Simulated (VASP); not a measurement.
A run of VASP 6.6.1 is set up as follows.

Contents of INCAR:

```
  PREC = Accurate
  ENCUT = 520
  EDIFF = 1E-6
  ISMEAR = 0
  SIGMA = 0.1
  LREAL = False
  LASPH = True
  NELM = 80
  ALGO = Normal
  ISIF = 2
  LWAVE = False
  LCHARG = False
  GGA = PE
  NBANDS = 18
```

KPOINTS

```
Automatic mesh
0
Gamma
  18 18 18
```

POSCAR

```
Si2W
1.0
   -1.6144976580      1.6144976580      3.9334139120
    1.6144976580     -1.6144976580      3.9334139120
    1.6144976580      1.6144976580     -3.9334139120
Si W
2 1
Direct
    0.3345744057      0.3345744057      0.0000000000
    0.6654255943      0.6654255943      0.0000000000
    0.0000000000      0.0000000000      0.0000000000
```

Potentials or basis: VASP PAW PBE potentials, release 64 (Si, W_sv).

Run with:

```sh
$ cat potpaw_PBE.64/Si/POTCAR potpaw_PBE.64/W_sv/POTCAR > POTCAR
$ mpirun -np 1 vasp_std > vasp.out
```

(1) What does it give for the pressure?

(2) What does it give for the largest force?

Answers

(1) 0.1 GPa.

(2) 0.004 eV/Å.
